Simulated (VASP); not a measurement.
# Hg (Im-3m) in VASP: single point with PBEsol

Aim: the single point of Hg with PBEsol.

All numbers are computed with VASP 6.6.1; they aren't measurements. Logs are shortened: lines on timing, memory, paths and dates and some standing lists are left out, and cuts for length are marked.

## (1) The cell of the first run

It takes space group Im-3m (No. 229, cubic). Conventional cell: a = 3.640 Å, b = 3.640 Å, c = 3.640 Å, α = 90.00°, β = 90.00°, γ = 90.00°. Within 4.1 Å of Hg (site symmetry m-3m) lie 14 Hg at 3.15 to 3.64 Å.

## (2) Single point, PBEsol

The input, INCAR:

```
SYSTEM = Hg
PREC     = Accurate       ! precision mode
ENCUT    = 520            ! plane-wave cutoff, eV
EDIFF    = 1E-7           ! SCF threshold, eV
ISMEAR   = -1             ! smearing method
SIGMA    = 0.13605693000000002 ! smearing width, eV
LREAL    = .FALSE.        ! projectors in reciprocal space
LASPH    = .TRUE.         ! aspherical terms in the spheres
NELM     = 60             ! most SCF steps
ALGO     = Normal         ! electronic algorithm
ISIF     = 2              ! what is computed and relaxed
LWAVE    = .FALSE.        ! write WAVECAR
LCHARG   = .TRUE.         ! write CHGCAR
GGA      = PS             ! functional
LELF     = .TRUE.         ! ELF
LVHAR    = .TRUE.       
NBANDS   = 12             ! bands
```

The input, KPOINTS:

```
Automatic mesh
0
G
  13 13 13
  0 0 0
```

The input, POSCAR:

```
Hg
1.0
   -1.8198421954      1.8198421954      1.8198421954
    1.8198421954     -1.8198421954      1.8198421954
    1.8198421954      1.8198421954     -1.8198421954
Hg
1
Direct
    0.0000000000      0.0000000000      0.0000000000
```

Potentials or basis: VASP PAW PBE potentials, release 64 (Hg).

On the command line:

```bash
$ cat potpaw_PBE.64/Hg/POTCAR > POTCAR
$ mpirun -np 1 vasp_std > vasp.out
```

OUTCAR:

```text
SYSTEM = Hg
   PREC = Accurate
   ENCUT = 520
   EDIFF = 1E-7
   ISMEAR = -1
   LREAL = .FALSE.
   LASPH = .TRUE.
   NELM = 60
   ISIF = 2
   GGA = PS

 ion  position               nearest neighbor table
   1  0.000  0.000  0.000-

  LATTYP: Found a body centered cubic cell.
 ALAT       =     3.6396843908

  Lattice vectors:

 A1 = (  -1.8198421954,   1.8198421954,   1.8198421954)
 A2 = (   1.8198421954,  -1.8198421954,   1.8198421954)
 A3 = (   1.8198421954,   1.8198421954,  -1.8198421954)

Analysis of symmetry for initial positions (statically):
=====================================================================
 Subroutine PRICEL returns:
 Original cell was already a primitive cell.

 Routine SETGRP: Setting up the symmetry group for a
 body centered cubic supercell.

 Subroutine GETGRP returns: Found 48 space group operations
 (whereof 48 operations were pure point group operations)
 out of a pool of 48 trial point group operations.

The static configuration has the point symmetry O_h .

Analysis of symmetry for dynamics (positions and initial velocities):
=====================================================================
 Subroutine PRICEL returns:
 Original cell was already a primitive cell.

 Routine SETGRP: Setting up the symmetry group for a
 body centered cubic supercell.

 Subroutine GETGRP returns: Found 48 space group operations
 (whereof 48 operations were pure point group operations)
 out of a pool of 48 trial point group operations.

The dynamic configuration has the point symmetry O_h .

 Subroutine INISYM returns: Found 48 space group operations
 (whereof 48 operations are pure point group operations),
 and found     1 'primitive' translations

----------------------------------------------------------------------------------------

                                     Primitive cell

  volume of cell :      24.1080

  direct lattice vectors                    reciprocal lattice vectors
    -1.819842195  1.819842195  1.819842195     0.000000000  0.274749097  0.274749097
     1.819842195 -1.819842195  1.819842195     0.274749097  0.000000000  0.274749097
     1.819842195  1.819842195 -1.819842195     0.274749097  0.274749097  0.000000000

  length of vectors
     3.152059144  3.152059144  3.152059144     0.388553899  0.388553899  0.388553899

  position of ions in fractional coordinates (direct lattice)
     0.000000000  0.000000000  0.000000000

  ion indices of the primitive-cell ions
   primitive index   ion index
                 1           1

----------------------------------------------------------------------------------------

 KPOINTS: Automatic mesh

Automatic generation of k-mesh.
 Grid dimensions read from file:
 generate k-points for:   13   13   13

 Generating k-lattice:

  Cartesian coordinates                     Fractional coordinates (reciprocal lattice)
     0.000000000  0.021134546  0.021134546     0.076923077  0.000000000  0.000000000
     0.021134546  0.000000000  0.021134546     0.000000000  0.076923077  0.000000000
     0.021134546  0.021134546  0.000000000     0.000000000  0.000000000  0.076923077

  Length of vectors
     0.029888761  0.029888761  0.029888761

  Shift w.r.t. Gamma in fractional coordinates (k-lattice)
     0.000000000  0.000000000  0.000000000

 Subroutine IBZKPT returns following result:
 ===========================================

 Found     84 irreducible k-points:

 Following reciprocal coordinates:
            Coordinates               Weight
  0.000000  0.000000  0.000000      1.000000
  0.076923  0.000000  0.000000     12.000000
  0.153846  0.000000  0.000000     12.000000
  0.230769  0.000000  0.000000     12.000000
  0.307692  0.000000  0.000000     12.000000
  0.384615  0.000000  0.000000     12.000000
[... 16 lines left out ...]
  0.153846  0.076923  0.076923     24.000000
  0.230769  0.076923  0.076923     24.000000
 [... further k-points ...]
   k-points           NKPTS =     84   k-points in BZ     NKDIM =     84   number of bands    NBANDS=     12
   number of dos      NEDOS =    301   number of ions     NIONS =      1
   total plane-waves  NPLWV =  13824
   dimension x,y,z NGX =    24 NGY =   24 NGZ =   24
   dimension x,y,z NGXF=    48 NGYF=   48 NGZF=   48
   ions per type =               1
   NGX,Y,Z   is equivalent  to a cutoff of  12.66, 12.66, 12.66 a.u.
   NGXF,Y,Z  is equivalent  to a cutoff of  25.32, 25.32, 25.32 a.u.
 SYSTEM =  Hg
   PREC   = accura    normal or accurate (medium, high low for compatibility)
   ISTART =      0    job   : 0-new  1-cont  2-samecut
   ICHARG =      2    charge: 1-file 2-atom 10-const
   ISPIN  =      1    spin polarized calculation?
   LNONCOLLINEAR =      F non collinear calculations
   LSORBIT =      F    spin-orbit coupling
   LASPH  =      T    aspherical Exc in radial PAW
   ENCUT  =  520.0 eV  38.22 Ry    6.18 a.u.   5.86  5.86  5.86*2*pi/ulx,y,z
   NELM   =     60;   NELMIN=  2; NELMDL= -5     # of ELM steps
   EDIFF  = 0.1E-06   stopping-criterion for ELM
   LREAL  =      F    real-space projection
   EDIFFG = 0.1E-05   stopping-criterion for IOM
   NSW    =      0    number of steps for IOM
   IBRION =     -1    ionic relax: 0-MD 1-quasi-New 2-CG
   NFREE  =      0    steps in history (QN), initial steepest desc. (CG)
   ISIF   =      2    stress and relaxation
   ISYM   =      2    0-nonsym 1-usesym 2-fastsym
   POTIM  = 0.5000    time-step for ionic-motion
   TEBEG  =    0.0;   TEEND  =   0.0 temperature during run
   PSTRESS=    0.0 pullay stress
   NELECT =      12.0000    total number of electrons
   NUPDOWN=      -1.0000    fix difference up-down
   EMIN   =  10.00;   EMAX   =-10.00  energy-range for DOS
   EFERMI =   0.00;   METHOD = LEGACY
   ISMEAR =    -1;   SIGMA  =   0.14  broadening in eV -4-tet -1-fermi 0-gaus
   EFERMI_NEDOS =   21; number of points for ismear=-14 and -15
   IALGO  =     38    algorithm
   IMIX   =      4    mixing-type and parameters
     AMIX     =   0.40;   BMIX     =  1.00
     AMIX_MAG =   1.60;   BMIX_MAG =  1.00
  volume/ion in A,a.u.               =      24.11       162.69
  Fermi-wavevector in a.u.,A,eV,Ry     =   1.297423  2.451774 22.902767  1.683306
  Thomas-Fermi vector in A             =   2.428816
   LORBIT       =      0    0 simple, 1 ext, 2 COOP (PROOUT), +10 PAW based schemes
   GGA     = PS    functional components
   LHFCALC =     F    Hartree Fock is set to
   AEXX    =    0.0000 exact exchange contribution
   IVDW    =     0    specifies the selected vdW correction
   LEPSILON=     F    determine dielectric tensor
   LRPA    =     F    only Hartree local field effects (RPA)
 non-spin polarized calculation
  energy-cutoff  :      520.00
  volume of cell :       24.11
 maximum number of plane-waves:       678
   NGX = 11   NGY = 11   NGZ = 11

 number of electron      11.9999997 magnetization

 Free energy of the ion-electron system (eV)
  ---------------------------------------------------
  ext. energy  EPLUGINS =         0.00000000
  ---------------------------------------------------
  free energy    TOTEN  =        -0.56143953 eV

  energy without entropy =       -0.54657054  energy(sigma->0) =       -0.55400503

 E-fermi :   2.2901     XC(G=0): -10.9334

 val. band max:        2.1886494689   @ k =   0.4615   0.0000   0.0000
 cond. band min:       2.3542592868   @ k =  -0.4615   0.4615   0.0769
 fundamental gap:      0.1656098179
 Fermi energy:         2.2900535714

 k-point     1 :       0.0000    0.0000    0.0000
  band No.  band energies     occupation
      1      -6.5306      2.00000
      2      -4.6162      2.00000
      3      -4.6162      2.00000
      4      -4.6162      2.00000
      5      -3.7463      2.00000
      6      -3.7463      2.00000
      7      17.4451      0.00000
      8      17.4451      0.00000
      9      17.4451      0.00000
     10      18.3901      0.00000
     11      18.3901      0.00000
     12      18.3901      0.00000

 k-point     2 :       0.0769    0.0000    0.0000
  band No.  band energies     occupation
      1      -6.3736      2.00000
      2      -4.6429      2.00000
      3      -4.6048      2.00000
      4      -4.5423      2.00000
      5      -3.7747      2.00000
      6      -3.7450      2.00000
      7      16.2638      0.00000
      8      17.1320      0.00000
      9      17.4698      0.00000
     10      17.6103      0.00000
     11      17.7267      0.00000
     12      18.0890      0.00000

 k-point     3 :       0.1538    0.0000    0.0000
  band No.  band energies     occupation
      1      -5.9412      2.00000
      2      -4.7159      2.00000
      3      -4.5468      2.00000
      4      -4.3312      2.00000
      5      -3.8347      2.00000
      6      -3.7405      2.00000
      7      13.3058      0.00000
      8      15.8832      0.00000
      9      16.3159      0.00000
     10      17.2613      0.00000
     11      17.5323      0.00000
     12      18.5466      0.00000
[... 286 lines left out ...]
 k-point    23 :       0.1538    0.0769    0.0769
  band No.  band energies     occupation
      1      -5.2170      2.00000
      2      -4.8138      2.00000
      3      -4.6399      2.00000
      4      -3.8316      2.00000
      5      -3.7569      2.00000
      6      -3.4817      2.00000
      7      10.0971      0.00000
      8      12.4389      0.00000
      9      12.9643      0.00000
     10      18.7197      0.00000
     11      19.9164      0.00000
     12      20.5740      0.00000

 k-point    24 :       0.2308    0.0769    0.0769
  band No.  band energies     occupation
      1      -5.1323      2.00000
      2      -4.9139      2.00000
      3      -4.1921      2.00000
      4      -3.8322      2.00000
      5      -3.7286      2.00000
      6      -2.5955      2.00000
      7       7.3691      0.00000
      8      11.2727      0.00000
      9      12.1010      0.00000
     10      18.9864      0.00000
     11      19.6245      0.00000
     12      21.6731      0.00000

 [... further k-points ...]

------------------------ aborting loop because EDIFF is reached ----------------------------------------

  FORCE on cell =-STRESS in cart. coord.  units (eV):
  Direction    XX          YY          ZZ          XY          YZ          ZX
  --------------------------------------------------------------------------------------
  -------------------------------------------------------------------------------------
  Total        0.0256753      0.0256753      0.0256753     -0.0000000     -0.0000000     -0.0000000
  in kB        1.7063347      1.7063347      1.7063347     -0.0000000     -0.0000000     -0.0000000
  external PRESSURE =       1.7063347 kB  Pullay stress =       0.0000000 kB

 VOLUME and BASIS-vectors are now :
 -----------------------------------------------------------------------------
  energy-cutoff  :      520.00
  volume of cell :       24.11
      direct lattice vectors                 reciprocal lattice vectors
    -1.819842195  1.819842195  1.819842195     0.000000000  0.274749097  0.274749097
     1.819842195 -1.819842195  1.819842195     0.274749097  0.000000000  0.274749097
     1.819842195  1.819842195 -1.819842195     0.274749097  0.274749097  0.000000000

 POSITION                                       TOTAL-FORCE (eV/Angst)
 -----------------------------------------------------------------------------------
      0.00000      0.00000      0.00000         0.000000      0.000000      0.000000
 -----------------------------------------------------------------------------------
    total drift:                                0.000000      0.000000     -0.000000

  FREE ENERGIE OF THE ION-ELECTRON SYSTEM (eV)
  ---------------------------------------------------
  free  energy   TOTEN  =        -0.5614395267 eV

  energy  without entropy=       -0.5465705386  energy(sigma->0) =       -0.55400503
```

It took 10 s on 1 thread of Intel Xeon Platinum 8375C at 2.90GHz (Ice Lake), shared host; peak memory 0.15 GiB.

What came out:

* Free energy: -0.5614 eV
* Pressure: 0.2 GPa
* Band gap on the k mesh: zero (band 6 reaches 4.47 eV, above the bottom of band 7 at 1.28 eV)

Levels at points of the mesh, in eV from the Fermi level:
```csv
k point,band 4,band 5,band 6,band 7,band 8,band 9
"(0.00, 0.00, 0.00)",-6.91,-6.04,-6.04,15.16,15.16,15.16
```

Caveat: the PAW data sets were made with another functional, which shifts forces and pressure a little; spin-orbit coupling is left out, which moves the levels of the heavy elements.
